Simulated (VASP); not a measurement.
# SnO (P4/nmm) in VASP: further runs

The runs below take SnO through single point, with PBEsol+D4.

Program: VASP 6.6.1. These are calculated values, not measurements. Logs are shortened: lines on timing, memory, paths and dates and some standing lists are left out, and cuts for length are marked.

## Step 1: The cell of the first run

It takes space group P4/nmm (No. 129, tetragonal). The conventional cell has a = 3.814 Å, b = 3.814 Å, c = 4.887 Å, α = 90.00°, β = 90.00°, γ = 90.00°. Within 2.9 Å of Sn (site symmetry 4mm) lie 4 O at 2.23 Å. O (site symmetry -4m2) has 4 Sn at 2.23 Å and 4 O at 2.70 Å within 2.9 Å.

## Step 2: Single point, PBEsol+D4

INCAR

```
PREC = Accurate
ENCUT = 520
EDIFF = 1E-6
ISMEAR = -1
SIGMA = 0.05
LREAL = False
LASPH = True
NELM = 60
ALGO = Normal
ISIF = 2
LWAVE = False
LCHARG = False
GGA = PS
IVDW = 13
NBANDS = 28
```

KPOINTS

```
regular mesh
0
Gamma
  7 7 6
```

POSCAR

```
SnO
1.0
    3.8136952200      0.0000000000      0.0000000000
    0.0000000000      3.8136952200      0.0000000000
    0.0000000000      0.0000000000      4.8869133000
Sn O
2 2
Direct
    0.5000000000      0.0000000000      0.7646261400
    0.0000000000      0.5000000000      0.2353738600
    0.0000000000      0.0000000000      0.0000000000
    0.5000000000      0.5000000000      0.0000000000
```

Potentials or basis: VASP PAW PBE potentials, release 64 (Sn_d, O).

Started as:

```bash
> cat potpaw_PBE.64/Sn_d/POTCAR potpaw_PBE.64/O/POTCAR > POTCAR
> mpirun -np 1 vasp_std > vasp.out
```

OUTCAR:

```text
PREC = Accurate
   ENCUT = 520
   EDIFF = 1E-6
   ISMEAR = -1
   LREAL = False
   LASPH = True
   NELM = 60
   ISIF = 2
   GGA = PS
   IVDW = 13

 ion  position               nearest neighbor table
   1  0.500  0.000  0.765-   3 2.23   4 2.23   4 2.23   3 2.23   2 3.54   2 3.54   2 3.54   2 3.54
                             2 3.74   2 3.74   2 3.74   2 3.74
   2  0.000  0.500  0.235-   3 2.23   4 2.23   3 2.23   4 2.23   1 3.54   1 3.54   1 3.54   1 3.54
                             1 3.74   1 3.74   1 3.74   1 3.74
   3  0.000  0.000  0.000-   1 2.23   2 2.23   2 2.23   1 2.23
   4  0.500  0.500  0.000-   1 2.23   2 2.23   1 2.23   2 2.23

  LATTYP: Found a simple tetragonal cell.
 ALAT       =     3.8136952200
 C/A-ratio  =     1.2814116016

  Lattice vectors:

 A1 = (   3.8136952200,   0.0000000000,   0.0000000000)
 A2 = (   0.0000000000,   3.8136952200,   0.0000000000)
 A3 = (   0.0000000000,   0.0000000000,   4.8869133000)

Analysis of symmetry for initial positions (statically):
=====================================================================
 Subroutine PRICEL returns:
 Original cell was already a primitive cell.

 Routine SETGRP: Setting up the symmetry group for a
 simple tetragonal supercell.

 Subroutine GETGRP returns: Found 16 space group operations
 (whereof  8 operations were pure point group operations)
 out of a pool of 16 trial point group operations.

The static configuration has the point symmetry D_2d.
 The point group associated with its full space group is D_4h.

Analysis of symmetry for dynamics (positions and initial velocities):
=====================================================================
 Subroutine PRICEL returns:
 Original cell was already a primitive cell.

 Routine SETGRP: Setting up the symmetry group for a
 simple tetragonal supercell.

 Subroutine GETGRP returns: Found 16 space group operations
 (whereof  8 operations were pure point group operations)
 out of a pool of 16 trial point group operations.

The dynamic configuration has the point symmetry D_2d.
 The point group associated with its full space group is D_4h.

 Subroutine INISYM returns: Found 16 space group operations
 (whereof  8 operations are pure point group operations),
 and found     1 'primitive' translations

----------------------------------------------------------------------------------------

                                     Primitive cell

  volume of cell :      71.0766

  direct lattice vectors                    reciprocal lattice vectors
     3.813695220  0.000000000  0.000000000     0.262212878  0.000000000  0.000000000
     0.000000000  3.813695220  0.000000000     0.000000000  0.262212878  0.000000000
     0.000000000  0.000000000  4.886913300     0.000000000  0.000000000  0.204628144

  length of vectors
     3.813695220  3.813695220  4.886913300     0.262212878  0.262212878  0.204628144

  position of ions in fractional coordinates (direct lattice)
     0.500000000  0.000000000  0.764626140
     0.000000000  0.500000000  0.235373860
     0.000000000  0.000000000  0.000000000
     0.500000000  0.500000000  0.000000000

  ion indices of the primitive-cell ions
   primitive index   ion index
                 1           1
                 2           2
                 3           3
                 4           4

----------------------------------------------------------------------------------------

 KPOINTS: regular mesh

Automatic generation of k-mesh.
 Grid dimensions read from file:
 generate k-points for:    7    7    6

 Generating k-lattice:

  Cartesian coordinates                     Fractional coordinates (reciprocal lattice)
     0.037458983  0.000000000  0.000000000     0.142857143  0.000000000  0.000000000
     0.000000000  0.037458983  0.000000000     0.000000000  0.142857143  0.000000000
     0.000000000  0.000000000  0.034104691     0.000000000  0.000000000  0.166666667

  Length of vectors
     0.037458983  0.037458983  0.034104691

  Shift w.r.t. Gamma in fractional coordinates (k-lattice)
     0.000000000  0.000000000  0.000000000

 Subroutine IBZKPT returns following result:
 ===========================================

 Found     40 irreducible k-points:

 Following reciprocal coordinates:
            Coordinates               Weight
  0.000000  0.000000  0.000000      1.000000
  0.142857  0.000000  0.000000      4.000000
  0.285714  0.000000  0.000000      4.000000
  0.428571  0.000000  0.000000      4.000000
  0.142857  0.142857  0.000000      4.000000
  0.285714  0.142857  0.000000      8.000000
[... 16 lines left out ...]
  0.285714  0.000000  0.333333      8.000000
  0.428571  0.000000  0.333333      8.000000
 [... further k-points ...]
   k-points           NKPTS =     40   k-points in BZ     NKDIM =     40   number of bands    NBANDS=     28
   number of dos      NEDOS =    301   number of ions     NIONS =      4
   total plane-waves  NPLWV =  28224
   dimension x,y,z NGX =    28 NGY =   28 NGZ =   36
   dimension x,y,z NGXF=    56 NGYF=   56 NGZF=   72
   ions per type =               2   2
   NGX,Y,Z   is equivalent  to a cutoff of  12.21, 12.21, 12.25 a.u.
   NGXF,Y,Z  is equivalent  to a cutoff of  24.41, 24.41, 24.49 a.u.
 SYSTEM =  unknown system
   PREC   = accura    normal or accurate (medium, high low for compatibility)
   ISTART =      0    job   : 0-new  1-cont  2-samecut
   ICHARG =      2    charge: 1-file 2-atom 10-const
   ISPIN  =      1    spin polarized calculation?
   LNONCOLLINEAR =      F non collinear calculations
   LSORBIT =      F    spin-orbit coupling
   LASPH  =      T    aspherical Exc in radial PAW
   ENCUT  =  520.0 eV  38.22 Ry    6.18 a.u.   7.09  7.09  9.09*2*pi/ulx,y,z
   NELM   =     60;   NELMIN=  2; NELMDL= -5     # of ELM steps
   EDIFF  = 0.1E-05   stopping-criterion for ELM
   LREAL  =      F    real-space projection
   EDIFFG = 0.1E-04   stopping-criterion for IOM
   NSW    =      0    number of steps for IOM
   IBRION =     -1    ionic relax: 0-MD 1-quasi-New 2-CG
   NFREE  =      0    steps in history (QN), initial steepest desc. (CG)
   ISIF   =      2    stress and relaxation
   ISYM   =      2    0-nonsym 1-usesym 2-fastsym
   POTIM  = 0.5000    time-step for ionic-motion
   TEBEG  =    0.0;   TEEND  =   0.0 temperature during run
   PSTRESS=    0.0 pullay stress
   NELECT =      40.0000    total number of electrons
   NUPDOWN=      -1.0000    fix difference up-down
   EMIN   =  10.00;   EMAX   =-10.00  energy-range for DOS
   EFERMI =   0.00;   METHOD = LEGACY
   ISMEAR =    -1;   SIGMA  =   0.05  broadening in eV -4-tet -1-fermi 0-gaus
   EFERMI_NEDOS =   21; number of points for ismear=-14 and -15
   IALGO  =     38    algorithm
   IMIX   =      4    mixing-type and parameters
     AMIX     =   0.40;   BMIX     =  1.00
     AMIX_MAG =   1.60;   BMIX_MAG =  1.00
  volume/ion in A,a.u.               =      17.77       119.91
  Fermi-wavevector in a.u.,A,eV,Ry     =   1.351614  2.554180 24.855939  1.826860
  Thomas-Fermi vector in A             =   2.479021
   LORBIT       =      0    0 simple, 1 ext, 2 COOP (PROOUT), +10 PAW based schemes
   GGA     = PS    functional components
   LHFCALC =     F    Hartree Fock is set to
   AEXX    =    0.0000 exact exchange contribution
   IVDW    =    13    specifies the selected vdW correction
   LEPSILON=     F    determine dielectric tensor
   LRPA    =     F    only Hartree local field effects (RPA)
 non-spin polarized calculation
  energy-cutoff  :      520.00
  volume of cell :       71.08
 maximum number of plane-waves:      1930
   NGX = 15   NGY = 15   NGZ = 19

 number of electron      39.9999978 magnetization

 Free energy of the ion-electron system (eV)
  ---------------------------------------------------
  ext. energy  EPLUGINS =         0.00000000
  ---------------------------------------------------
  free energy    TOTEN  =       -24.20730149 eV

  energy without entropy =      -24.20692859  energy(sigma->0) =      -24.20711504

 E-fermi :   7.0070     XC(G=0): -10.4021

 val. band max:        6.8193226455   @ k =   0.0000   0.0000   0.0000
 cond. band min:       7.1854776204   @ k =   0.4286   0.4286   0.0000
 fundamental gap:      0.3661549749
 Fermi energy:         7.0070036617

 k-point     1 :       0.0000    0.0000    0.0000
  band No.  band energies     occupation
      1     -15.0470      2.00000
      2     -14.6050      2.00000
      3     -14.6050      2.00000
      4     -14.6028      2.00000
      5     -14.5569      2.00000
      6     -14.5509      2.00000
[... 20 lines left out ...]
     27      13.5780      0.00000
     28      13.9759      0.00000

 k-point     2 :       0.1429    0.0000    0.0000
  band No.  band energies     occupation
      1     -15.0363      2.00000
      2     -14.6101      2.00000
      3     -14.6008      2.00000
      4     -14.6004      2.00000
      5     -14.5664      2.00000
      6     -14.5591      2.00000
[... 20 lines left out ...]
     27      13.8164      0.00000
     28      15.4636      0.00000

 k-point     3 :       0.2857    0.0000    0.0000
  band No.  band energies     occupation
      1     -15.0064      2.00000
      2     -14.7413      2.00000
      3     -14.5890      2.00000
      4     -14.5884      2.00000
      5     -14.5663      2.00000
      6     -14.5642      2.00000
[... 20 lines left out ...]
     27      14.1885      0.00000
     28      17.6464      0.00000

 k-point     4 :       0.4286    0.0000    0.0000
  band No.  band energies     occupation
      1     -14.9547      2.00000
      2     -14.8687      2.00000
      3     -14.5769      2.00000
      4     -14.5726      2.00000
      5     -14.5696      2.00000
      6     -14.5623      2.00000
[... 20 lines left out ...]
     27      14.8024      0.00000
     28      15.9663      0.00000

 k-point     5 :       0.1429    0.1429    0.0000
  band No.  band energies     occupation
      1     -15.0278      2.00000
      2     -14.6492      2.00000
      3     -14.6073      2.00000
      4     -14.5910      2.00000
      5     -14.5848      2.00000
      6     -14.5565      2.00000
[... 20 lines left out ...]
     27      14.9201      0.00000
     28      15.9662      0.00000

 k-point     6 :       0.2857    0.1429    0.0000
  band No.  band energies     occupation
      1     -15.0041      2.00000
      2     -14.7757      2.00000
      3     -14.5997      2.00000
      4     -14.5758      2.00000
      5     -14.5696      2.00000
      6     -14.5598      2.00000
[... 463 lines left out ...]
      5     -14.5470      2.00000
      6     -14.5392      2.00000
[... 20 lines left out ...]
     27      14.4164      0.00000
     28      14.6613      0.00000

 k-point    22 :       0.1429    0.0000    0.3333
  band No.  band energies     occupation
      1     -15.0276      2.00000
      2     -14.6289      2.00000
      3     -14.5895      2.00000
      4     -14.5862      2.00000
      5     -14.5733      2.00000
      6     -14.5530      2.00000
[... 20 lines left out ...]
     27      14.4876      0.00000
     28      15.6343      0.00000

 k-point    23 :       0.2857    0.0000    0.3333
  band No.  band energies     occupation
      1     -15.0044      2.00000
      2     -14.7618      2.00000
      3     -14.5968      2.00000
      4     -14.5732      2.00000
      5     -14.5716      2.00000
      6     -14.5703      2.00000
[... 20 lines left out ...]
     27      14.9791      0.00000
     28      17.0895      0.00000

 k-point    24 :       0.4286    0.0000    0.3333
  band No.  band energies     occupation
      1     -14.9615      2.00000
      2     -14.8836      2.00000
      3     -14.5981      2.00000
      4     -14.5893      2.00000
      5     -14.5648      2.00000
      6     -14.5609      2.00000
[... 20 lines left out ...]
     27      15.5530      0.00000
     28      16.3998      0.00000

 [... further k-points ...]

------------------------ aborting loop because EDIFF is reached ----------------------------------------

  DFT-D4 for vdW energy calculation

  Edisp (eV):   -0.61733

  FORCE on cell =-STRESS in cart. coord.  units (eV):
  Direction    XX          YY          ZZ          XY          YZ          ZX
  --------------------------------------------------------------------------------------
  -------------------------------------------------------------------------------------
  Total      -0.70310    -0.70310    -0.77626     0.00000     0.00000     0.00000
  in kB     -15.84908   -15.84908   -17.49801     0.00000     0.00000     0.00000
  external pressure =      -16.40 kB  Pullay stress =        0.00 kB

 VOLUME and BASIS-vectors are now :
 -----------------------------------------------------------------------------
  energy-cutoff  :      520.00
  volume of cell :       71.08
      direct lattice vectors                 reciprocal lattice vectors
     3.813695220  0.000000000  0.000000000     0.262212878  0.000000000  0.000000000
     0.000000000  3.813695220  0.000000000     0.000000000  0.262212878  0.000000000
     0.000000000  0.000000000  4.886913300     0.000000000  0.000000000  0.204628144

 POSITION                                       TOTAL-FORCE (eV/Angst)
 -----------------------------------------------------------------------------------
      1.90685      0.00000      3.73666        -0.000000      0.000000     -0.163112
      0.00000      1.90685      1.15025         0.000000      0.000000      0.163112
      0.00000      0.00000      0.00000        -0.000000     -0.000000      0.000000
      1.90685      1.90685      0.00000         0.000000      0.000000      0.000000
 -----------------------------------------------------------------------------------
    total drift:                                0.000000      0.000000      0.000000

  FREE ENERGIE OF THE ION-ELECTRON SYSTEM (eV)
  ---------------------------------------------------
  free  energy   TOTEN  =       -24.8246303161 eV

  energy  without entropy=      -24.8242574132  energy(sigma->0) =      -24.82444386
```

Wall time 46 s (1 thread of Intel Xeon Platinum 8375C at 2.90GHz (Ice Lake), shared host); peak memory 0.21 GiB.

What came out:

```yaml
Free_energy: -24.8246 eV
Pressure: -1.6 GPa
Largest_force: 0.163 eV/Å
Band_gap_on_the_k_mesh: 0.37 eV, indirect (least direct gap 1.96 eV)
Dispersion_energy_per_atom: -0.154 eV
```

Forces in eV/Å, atoms in the order of the input:
```
Sn   0.000  0.000 -0.163
Sn   0.000  0.000  0.163
O    0.000  0.000  0.000
O    0.000  0.000  0.000
```

Levels at points of the mesh, in eV from the valence-band top:
```
           k point  band 17  band 18  band 19  band 20  band 21  band 22  band 23  band 24
(0.00, 0.00, 0.00)    -3.44    -3.15    -3.15     0.00     2.00     4.18     4.75     4.75
(0.00, 0.00, 0.50)    -3.20    -3.17    -3.17    -2.17     1.58     3.01     3.01     3.67
```

Caveat: the PAW data sets were made with another functional, which shifts forces and pressure a little; spin-orbit coupling is left out, which moves the levels of the heavy elements.

## Step 3: Single point, PBEsol+D4

This run uses another cell than the first one, of 18.12 Å³/atom, 1.020 times its volume.

INCAR

```
SYSTEM = SnO
  PREC = Accurate
  ENCUT = 520
  EDIFF = 1E-6
  ISMEAR = -1
  SIGMA = 0.05
  LREAL = .FALSE.
  LASPH = .TRUE.
  NELM = 100
  ALGO = Normal
  ISIF = 2
  LWAVE = .FALSE.
  LCHARG = .TRUE.
  GGA = PS
  IVDW = 13
  LELF = .TRUE.
  LVHAR = .TRUE.
  NBANDS = 28
```

KPOINTS

```
Automatic mesh
0
G
  7 7 6
  0 0 0
```

POSCAR

```
SnO
1.0
    3.8389522158      0.0000000000      0.0000000000
    0.0000000000      3.8389522158      0.0000000000
    0.0000000000      0.0000000000      4.9192779074
Sn O
2 2
Direct
    0.5000000000      0.0000000000      0.7646261400
    0.0000000000      0.5000000000      0.2353738600
    0.0000000000      0.0000000000      0.0000000000
    0.5000000000      0.5000000000      0.0000000000
```

Potentials or basis: VASP PAW PBE potentials, release 64 (Sn_d, O).

Started as:

```bash
> cat potpaw_PBE.64/Sn_d/POTCAR potpaw_PBE.64/O/POTCAR > POTCAR
> mpirun -np 1 vasp_std > vasp.out
```

It took 59 s on 1 thread of Intel Xeon Platinum 8375C at 2.90GHz (Ice Lake), shared host; peak memory 0.22 GiB.

The run converged. Its results:

```
Free energy                : -24.8037 eV
Pressure                   : -3.4 GPa
Largest force              : 0.105 eV/Å
Band gap on the k mesh     : 0.43 eV, indirect (least direct gap 1.96 eV)
Dispersion energy per atom : -0.151 eV
```

Forces in eV/Å, atoms in the order of the input:
```
Sn   0.000  0.000  0.105
Sn   0.000  0.000 -0.105
O    0.000  0.000  0.000
O    0.000  0.000  0.000
```

Stress tensor (GPa, compression positive):
```
-3.46  0.00  0.00
 0.00 -3.46  0.00
 0.00  0.00 -3.17
```

Levels at points of the mesh, in eV from the valence-band top:
| k point | band 16 | band 17 | band 18 | band 19 | band 20 | band 21 | band 22 | band 23 | band 24 | band 25 |
| --- | --- | --- | --- | --- | --- | --- | --- | --- | --- | --- |
| (0.00, 0.00, 0.00) | -6.06 | -3.30 | -3.01 | -3.01 | 0.00 | 1.97 | 4.20 | 4.74 | 4.74 | 5.60 |
| (0.00, 0.00, 0.50) | -3.36 | -3.24 | -3.02 | -3.02 | -2.06 | 1.61 | 3.05 | 3.05 | 3.67 | 7.76 |

Caveat: the PAW data sets were made with another functional, which shifts forces and pressure a little; spin-orbit coupling is left out, which moves the levels of the heavy elements.

(Part 1 of 2 ends here.)
